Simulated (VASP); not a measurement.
**TiAl3: single point with r2SCAN**

The system is TiAl3.

```xyz
8
Lattice="3.7093 0.0000 0.0000 0.0000 3.7093 0.0000 0.0000 0.0000 8.3069" Properties=species:S:1:pos:R:3 pbc="T T T"
Ti    0.0000    0.0000    0.0000
Ti    1.8546    1.8546    4.1535
Al    1.8546    1.8546    0.0000
Al    0.0000    1.8546    2.0767
Al    1.8546    0.0000    2.0767
Al    0.0000    0.0000    4.1535
Al    1.8546    0.0000    6.2302
Al    0.0000    1.8546    6.2302
```

This cell differs from its parent crystal: equal strain along all axes, cell held: -3.0 %.

```yaml
Program: VASP 6.6.1
Task: single point
Functional: r2SCAN
Potentials_or_basis: VASP PAW PBE potentials, release 64 (Ti_sv, Al)
Cutoff: 520 eV
k_mesh: 10 × 10 × 4
Occupations: gaussian, width 0.1 eV
Spin: no spin polarisation
```

The pressure is 12.5 GPa and the band gap on the k mesh is zero (bands 21 and 22 overlap by 2.47 eV).

Stress tensor (GPa, compression positive):
```
12.60  0.00  0.00
 0.00 12.60  0.00
 0.00  0.00 12.32
```

Levels at points of the mesh, in eV from the Fermi level:
| k point | band 19 | band 20 | band 21 | band 22 | band 23 | band 24 |
| --- | --- | --- | --- | --- | --- | --- |
| (0.00, 0.00, 0.00) | -1.01 | -0.33 | 0.82 | 0.82 | 0.95 | 1.10 |
| (0.50, 0.00, 0.00) | -1.16 | -1.16 | 0.30 | 0.30 | 2.32 | 2.32 |
| (0.50, 0.50, 0.00) | -2.39 | -2.39 | -1.16 | -1.16 | 2.21 | 2.21 |
| (0.00, 0.00, 0.50) | -0.23 | -0.23 | 1.02 | 1.02 | 1.37 | 1.37 |
| (0.50, 0.00, 0.50) | -0.32 | -0.32 | 0.62 | 0.62 | 2.32 | 2.32 |
| (0.50, 0.50, 0.50) | -2.09 | -2.09 | -1.26 | -1.26 | 0.97 | 0.97 |

Run time: 4.8 min on 1 thread of Intel(R) Xeon(R) 6975P-C (Granite Rapids) (shared host), peak memory 0.35 GiB.

Caveat: the cell differs from its parent crystal (equal strain along all axes, cell held: -3.0 %); the cell stands under pressure; the PAW data sets were made with another functional, which shifts forces and pressure a little.
